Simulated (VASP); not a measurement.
# Ag (Fd-3m) in VASP: notebook

The runs below take Ag through single point, relaxation of cell and atoms, with PBE.

Program: VASP 6.6.1. These are calculated values, not measurements. Logs are shortened: lines on timing, memory, paths and dates and some standing lists are left out, and cuts for length are marked.

### 1 The cell of the first run

Symmetry: Fd-3m, No. 227, cubic system. The conventional cell has a = 5.504 Å, b = 5.504 Å, c = 5.504 Å, α = 90.00°, β = 90.00°, γ = 90.00°. Ag (site symmetry -43m) has 4 Ag at 2.38 Å within 3.1 Å.

### 2 Single point, PBE

INCAR

```
SYSTEM = Ag
ALGO = Normal
EDIFF = 1E-6
ENCUT = 520
GGA = PE
ISIF = 2
ISMEAR = -1
LASPH = .TRUE.
LCHARG = .TRUE.
LELF = .TRUE.
LREAL = .FALSE.
LVHAR = .TRUE.
LWAVE = .FALSE.
NBANDS = 18
NELM = 60
PREC = Accurate
SIGMA = 0.08
```

KPOINTS

```
k-points
0
G
  13 13 13
  0 0 0
```

POSCAR

```
Ag
1.0
    0.0000000000      2.7519505866      2.7519505866
    2.7519505866      0.0000000000      2.7519505866
    2.7519505866      2.7519505866      0.0000000000
Ag
2
Direct
   -0.1250000000     -0.1250000000     -0.1250000000
    0.1250000000      0.1250000000      0.1250000000
```

Potentials or basis: VASP PAW PBE potentials, release 64 (Ag).

The run is started by

```sh
cat potpaw_PBE.64/Ag/POTCAR > POTCAR
mpirun -np 1 vasp_std > vasp.out
```

OUTCAR:

```text
SYSTEM = Ag
   EDIFF = 1E-6
   ENCUT = 520
   GGA = PE
   ISIF = 2
   ISMEAR = -1
   LASPH = .TRUE.
   LREAL = .FALSE.
   NELM = 60
   PREC = Accurate

 ion  position               nearest neighbor table
   1  0.875  0.875  0.875-   2 2.38   2 2.38   2 2.38   2 2.38
   2  0.125  0.125  0.125-   1 2.38   1 2.38   1 2.38   1 2.38

  LATTYP: Found a face centered cubic cell.
 ALAT       =     5.5039011732

  Lattice vectors:

 A1 = (   0.0000000000,   2.7519505866,   2.7519505866)
 A2 = (   2.7519505866,   0.0000000000,   2.7519505866)
 A3 = (   2.7519505866,   2.7519505866,   0.0000000000)

Analysis of symmetry for initial positions (statically):
=====================================================================
 Subroutine PRICEL returns:
 Original cell was already a primitive cell.

 Routine SETGRP: Setting up the symmetry group for a
 face centered cubic supercell.

 Subroutine GETGRP returns: Found 48 space group operations
 (whereof 12 operations were pure point group operations)
 out of a pool of 48 trial point group operations.

The static configuration has the point symmetry D_3d.
 The point group associated with its full space group is O_h .

Analysis of symmetry for dynamics (positions and initial velocities):
=====================================================================
 Subroutine PRICEL returns:
 Original cell was already a primitive cell.

 Routine SETGRP: Setting up the symmetry group for a
 face centered cubic supercell.

 Subroutine GETGRP returns: Found 48 space group operations
 (whereof 12 operations were pure point group operations)
 out of a pool of 48 trial point group operations.

The dynamic configuration has the point symmetry D_3d.
 The point group associated with its full space group is O_h .

 Subroutine INISYM returns: Found 48 space group operations
 (whereof 12 operations are pure point group operations),
 and found     1 'primitive' translations

----------------------------------------------------------------------------------------

                                     Primitive cell

  volume of cell :      41.6823

  direct lattice vectors                    reciprocal lattice vectors
     0.000000000  2.751950587  2.751950587    -0.181689309  0.181689309  0.181689309
     2.751950587  0.000000000  2.751950587     0.181689309 -0.181689309  0.181689309
     2.751950587  2.751950587  0.000000000     0.181689309  0.181689309 -0.181689309

  length of vectors
     3.891845843  3.891845843  3.891845843     0.314695114  0.314695114  0.314695114

  position of ions in fractional coordinates (direct lattice)
     0.875000000  0.875000000  0.875000000
     0.125000000  0.125000000  0.125000000

  ion indices of the primitive-cell ions
   primitive index   ion index
                 1           1
                 2           2

----------------------------------------------------------------------------------------

 KPOINTS: k-points

Automatic generation of k-mesh.
 Grid dimensions read from file:
 generate k-points for:   13   13   13

 Generating k-lattice:

  Cartesian coordinates                     Fractional coordinates (reciprocal lattice)
    -0.013976101  0.013976101  0.013976101     0.076923077  0.000000000  0.000000000
     0.013976101 -0.013976101  0.013976101     0.000000000  0.076923077  0.000000000
     0.013976101  0.013976101 -0.013976101     0.000000000  0.000000000  0.076923077

  Length of vectors
     0.024207316  0.024207316  0.024207316

  Shift w.r.t. Gamma in fractional coordinates (k-lattice)
     0.000000000  0.000000000  0.000000000

 Subroutine IBZKPT returns following result:
 ===========================================

 Found     84 irreducible k-points:

 Following reciprocal coordinates:
            Coordinates               Weight
  0.000000  0.000000  0.000000      1.000000
  0.076923  0.000000  0.000000      8.000000
  0.153846  0.000000  0.000000      8.000000
  0.230769  0.000000  0.000000      8.000000
  0.307692  0.000000  0.000000      8.000000
  0.384615  0.000000  0.000000      8.000000
[... 16 lines left out ...]
  0.384615  0.153846  0.000000     24.000000
  0.461538  0.153846  0.000000     24.000000
 [... further k-points ...]
   k-points           NKPTS =     84   k-points in BZ     NKDIM =     84   number of bands    NBANDS=     18
   number of dos      NEDOS =    301   number of ions     NIONS =      2
   total plane-waves  NPLWV =  27000
   dimension x,y,z NGX =    30 NGY =   30 NGZ =   30
   dimension x,y,z NGXF=    60 NGYF=   60 NGZF=   60
   ions per type =               2
   NGX,Y,Z   is equivalent  to a cutoff of  12.81, 12.81, 12.81 a.u.
   NGXF,Y,Z  is equivalent  to a cutoff of  25.63, 25.63, 25.63 a.u.
 SYSTEM =  Ag
   PREC   = accura    normal or accurate (medium, high low for compatibility)
   ISTART =      0    job   : 0-new  1-cont  2-samecut
   ICHARG =      2    charge: 1-file 2-atom 10-const
   ISPIN  =      1    spin polarized calculation?
   LNONCOLLINEAR =      F non collinear calculations
   LSORBIT =      F    spin-orbit coupling
   LASPH  =      T    aspherical Exc in radial PAW
   ENCUT  =  520.0 eV  38.22 Ry    6.18 a.u.   7.24  7.24  7.24*2*pi/ulx,y,z
   NELM   =     60;   NELMIN=  2; NELMDL= -5     # of ELM steps
   EDIFF  = 0.1E-05   stopping-criterion for ELM
   LREAL  =      F    real-space projection
   EDIFFG = 0.1E-04   stopping-criterion for IOM
   NSW    =      0    number of steps for IOM
   IBRION =     -1    ionic relax: 0-MD 1-quasi-New 2-CG
   NFREE  =      0    steps in history (QN), initial steepest desc. (CG)
   ISIF   =      2    stress and relaxation
   ISYM   =      2    0-nonsym 1-usesym 2-fastsym
   POTIM  = 0.5000    time-step for ionic-motion
   TEBEG  =    0.0;   TEEND  =   0.0 temperature during run
   PSTRESS=    0.0 pullay stress
   NELECT =      22.0000    total number of electrons
   NUPDOWN=      -1.0000    fix difference up-down
   EMIN   =  10.00;   EMAX   =-10.00  energy-range for DOS
   EFERMI =   0.00;   METHOD = LEGACY
   ISMEAR =    -1;   SIGMA  =   0.08  broadening in eV -4-tet -1-fermi 0-gaus
   EFERMI_NEDOS =   21; number of points for ismear=-14 and -15
   IALGO  =     38    algorithm
   IMIX   =      4    mixing-type and parameters
     AMIX     =   0.40;   BMIX     =  1.00
     AMIX_MAG =   1.60;   BMIX_MAG =  1.00
  volume/ion in A,a.u.               =      20.84       140.64
  Fermi-wavevector in a.u.,A,eV,Ry     =   1.323016  2.500138 23.815248  1.750371
  Thomas-Fermi vector in A             =   2.452655
   LORBIT       =      0    0 simple, 1 ext, 2 COOP (PROOUT), +10 PAW based schemes
   GGA     = PE    functional components
   LHFCALC =     F    Hartree Fock is set to
   AEXX    =    0.0000 exact exchange contribution
   IVDW    =     0    specifies the selected vdW correction
   LEPSILON=     F    determine dielectric tensor
   LRPA    =     F    only Hartree local field effects (RPA)
 non-spin polarized calculation
  energy-cutoff  :      520.00
  volume of cell :       41.68
 maximum number of plane-waves:      1139
 NGX is ok and might be reduce to    30
   NGX = 15   NGY = 15   NGZ = 15

 number of electron      21.9999992 magnetization

 Free energy of the ion-electron system (eV)
  ---------------------------------------------------
  ext. energy  EPLUGINS =         0.00000000
  ---------------------------------------------------
  free energy    TOTEN  =        -2.69860847 eV

  energy without entropy =       -2.68490032  energy(sigma->0) =       -2.69175439

 E-fermi :   6.0952     XC(G=0): -10.7392

 val. band max:        6.0785470184   @ k =  -0.3077   0.3846   0.1538
 cond. band min:       6.1005486359   @ k =  -0.3846   0.3846   0.0769
 fundamental gap:      0.0220016175
 Fermi energy:         6.0951888516

 k-point     1 :       0.0000    0.0000    0.0000
  band No.  band energies     occupation
      1      -0.4201      2.00000
      2       0.0939      2.00000
      3       0.0939      2.00000
      4       0.2202      2.00000
      5       0.2202      2.00000
      6       0.2202      2.00000
[... 10 lines left out ...]
     17      17.6909      0.00000
     18      18.0677      0.00000

 k-point     2 :       0.0769    0.0000    0.0000
  band No.  band energies     occupation
      1      -0.3276      2.00000
      2       0.0131      2.00000
      3       0.0131      2.00000
      4       0.2232      2.00000
      5       0.3248      2.00000
      6       0.3248      2.00000
[... 10 lines left out ...]
     17      18.4552      0.00000
     18      18.4552      0.00000

 k-point     3 :       0.1538    0.0000    0.0000
  band No.  band energies     occupation
      1      -0.0865      2.00000
      2      -0.0676      2.00000
      3      -0.0676      2.00000
      4       0.2567      2.00000
      5       0.4638      2.00000
      6       0.4638      2.00000
[... 10 lines left out ...]
     17      19.2291      0.00000
     18      19.2293      0.00000

 k-point     4 :       0.2308    0.0000    0.0000
  band No.  band energies     occupation
      1      -0.0989      2.00000
      2      -0.0989      2.00000
      3       0.0943      2.00000
      4       0.4703      2.00000
      5       0.5536      2.00000
      6       0.5536      2.00000
[... 375 lines left out ...]
      4       0.4863      2.00000
      5       0.7793      2.00000
      6       0.9415      2.00000
[... 10 lines left out ...]
     17      20.3220      0.00000
     18      20.7330      0.00000

 k-point    23 :       0.3846    0.1538    0.0000
  band No.  band energies     occupation
      1      -0.3203      2.00000
      2       0.1041      2.00000
      3       0.1163      2.00000
      4       0.5358      2.00000
      5       0.9228      2.00000
      6       0.9730      2.00000
[... 10 lines left out ...]
     17      20.1940      0.00000
     18      20.3350      0.00000

 k-point    24 :       0.4615    0.1538    0.0000
  band No.  band energies     occupation
      1      -0.2917      2.00000
      2       0.0703      2.00000
      3       0.1327      2.00000
      4       0.5943      2.00000
      5       0.8463      2.00000
      6       0.9822      2.00000
[... 10 lines left out ...]
     17      19.8950      0.00000
     18      20.5567      0.00000

 [... further k-points ...]
[... 5 lines left out ...]
  --------------------------------------------------------------------------------------
  -------------------------------------------------------------------------------------
  Total        7.9399733      7.9399733      7.9399733      0.0000000     -0.0000000     -0.0000000
  in kB      305.1952229    305.1952229    305.1952229      0.0000000     -0.0000000     -0.0000000
  external PRESSURE =     305.1952229 kB  Pullay stress =       0.0000000 kB

 VOLUME and BASIS-vectors are now :
 -----------------------------------------------------------------------------
  energy-cutoff  :      520.00
  volume of cell :       41.68
      direct lattice vectors                 reciprocal lattice vectors
     0.000000000  2.751950587  2.751950587    -0.181689309  0.181689309  0.181689309
     2.751950587  0.000000000  2.751950587     0.181689309 -0.181689309  0.181689309
     2.751950587  2.751950587  0.000000000     0.181689309  0.181689309 -0.181689309

 POSITION                                       TOTAL-FORCE (eV/Angst)
 -----------------------------------------------------------------------------------
      4.81591      4.81591      4.81591        -0.000000     -0.000000     -0.000000
      0.68799      0.68799      0.68799         0.000000      0.000000      0.000000
 -----------------------------------------------------------------------------------
    total drift:                               -0.000000      0.000000      0.000000

  FREE ENERGIE OF THE ION-ELECTRON SYSTEM (eV)
  ---------------------------------------------------
  free  energy   TOTEN  =        -2.6986084677 eV

  energy  without entropy=       -2.6849003170  energy(sigma->0) =       -2.69175439
```

Wall time 24 s (1 thread of Intel Xeon 6975P-C (Granite Rapids), shared host); peak memory 0.2 GiB.

What came out:

```yaml
Free_energy: -2.6986 eV
Pressure: 30.5 GPa
Band_gap_on_the_k_mesh: zero (band 11 reaches 6.70 eV, above the bottom of band 12 at 5.62 eV)
```

### 3 Single point, PBE

INCAR

```
SYSTEM = Ag
PREC     = Accurate       ! precision mode
ENCUT    = 520            ! plane-wave cutoff, eV
EDIFF    = 1E-6           ! SCF threshold, eV
ISMEAR   = -1             ! smearing method
SIGMA    = 0.08           ! smearing width, eV
LREAL    = .FALSE.        ! projectors in reciprocal space
LASPH    = .TRUE.         ! aspherical terms in the spheres
NELM     = 100            ! most SCF steps
ALGO     = Normal         ! electronic algorithm
ISIF     = 2              ! what is computed and relaxed
LWAVE    = .FALSE.        ! write WAVECAR
LCHARG   = .TRUE.         ! write CHGCAR
GGA      = PE             ! functional
LELF     = .TRUE.         ! ELF
LVHAR    = .TRUE.       
NBANDS   = 18             ! bands
```

KPOINTS

```
regular mesh
0
G
  13 13 13
  0 0 0
```

POSCAR

```
Ag
1.0
    0.0000000000      2.7524075259      2.7524075259
    2.7524075259      0.0000000000      2.7524075259
    2.7524075259      2.7524075259      0.0000000000
Ag
2
Direct
   -0.1250000000     -0.1250000000     -0.1250000000
    0.1250000000      0.1250000000      0.1250000000
```

Potentials or basis: VASP PAW PBE potentials, release 64 (Ag).

The run is started by

```sh
cat potpaw_PBE.64/Ag/POTCAR > POTCAR
mpirun -np 1 vasp_std > vasp.out
```

Run time: 23 s. Hardware: 1 thread of Intel Xeon 6975P-C (Granite Rapids), shared host; peak memory 0.19 GiB.

It converged, with:

```yaml
Free_energy: -2.7026 eV
Pressure: 30.4 GPa
Band_gap_on_the_k_mesh: zero (band 11 reaches 6.70 eV, above the bottom of band 12 at 5.61 eV)
```

Levels at points of the mesh, in eV from the Fermi level:
```csv
k point,band 9,band 10,band 11,band 12,band 13,band 14
"(0.00, 0.00, 0.00)",-3.78,-2.63,-2.63,11.21,11.21,11.21
```

### 4 Relaxation of cell and atoms, PBE, target pressure 31 GPa, at which the enthalpy is minimised

This run uses another cell than the first one, of 17.06 Å³/atom, 0.818 times its volume.

INCAR

```
SYSTEM = Ag
  PREC = Accurate
  ENCUT = 600
  EDIFF = 1E-7
  ISMEAR = -1
  SIGMA = 0.08
  LREAL = .False.
  LASPH = .True.
  NELM = 80
  ALGO = Normal
  ISIF = 3
  LWAVE = .False.
  LCHARG = .False.
  GGA = PE
  IBRION = 2
  NSW = 60
  EDIFFG = -0.005
  PSTRESS = 310.0
```

KPOINTS

```
regular mesh
0
Gamma
  13 13 13
  0 0 0
```

POSCAR

```
Ag
1.0
    0.0000000000      2.5740708476      2.5740708476
    2.5740708476      0.0000000000      2.5740708476
    2.5740708476      2.5740708476      0.0000000000
Ag
2
Direct
   -0.1250000000     -0.1250000000     -0.1250000000
    0.1250000000      0.1250000000      0.1250000000
```

The run is started by

```sh
cat potpaw_PBE.64/Ag/POTCAR > POTCAR
mpirun -np 1 vasp_std > vasp.out
```

Run time: 4.2 min. Hardware: 1 thread of AMD EPYC 9R45 (Zen 5), shared host; peak memory 0.16 GiB.

The run converged. Its results:

| Item | Value |
| --- | --- |
| Free energy | -2.6690 eV |
| Relaxed volume | 20.78 Å³/atom |
| Relaxed cell | a = 3.888 Å, b = 3.888 Å, c = 3.888 Å, α = 60.00°, β = 60.00°, γ = 60.00° |
| Space group after relaxing (to 0.05 Å) | Fd-3m (No. 227) |
| Energy change on relaxing (the enthalpy is what falls) | -1211.7 meV/atom |
| Ionic steps | 5 |
| Pressure after relaxing | 31.0 GPa |
| Band gap on the k mesh | zero (band 11 reaches 6.74 eV, above the bottom of band 12 at 5.65 eV) |

The path:
```csv
step,energy change (eV),largest force (eV/Å),pressure (GPa),volume (Å³)
1,0.0000,0.0000,81.19,34.11
2,-3.5389,0.0000,-2.97,67.87
3,-2.7241,0.0000,24.64,43.29
4,-2.4949,0.0000,29.52,41.93
5,-2.4234,0.0000,31.03,41.56
```

Final structure:
```
Ag
1.0
     0.00000    2.74917    2.74917
     2.74917    0.00000    2.74917
     2.74917    2.74917    0.00000
Ag
2
Direct
  0.87500 0.87500 0.87500
  0.12500 0.12500 0.12500
```

Levels at points of the mesh, in eV from the Fermi level:
```csv
k point,band 9,band 10,band 11,band 12,band 13,band 14
"(0.00, 0.00, 0.00)",-3.79,-2.63,-2.63,11.23,11.23,11.23
```

Caveat: the cell is relaxed towards a set pressure, so the enthalpy falls and the energy may rise; the volume moved by over 15 % at a fixed basis, so the end points are rough.

[end of part 1 of 2]
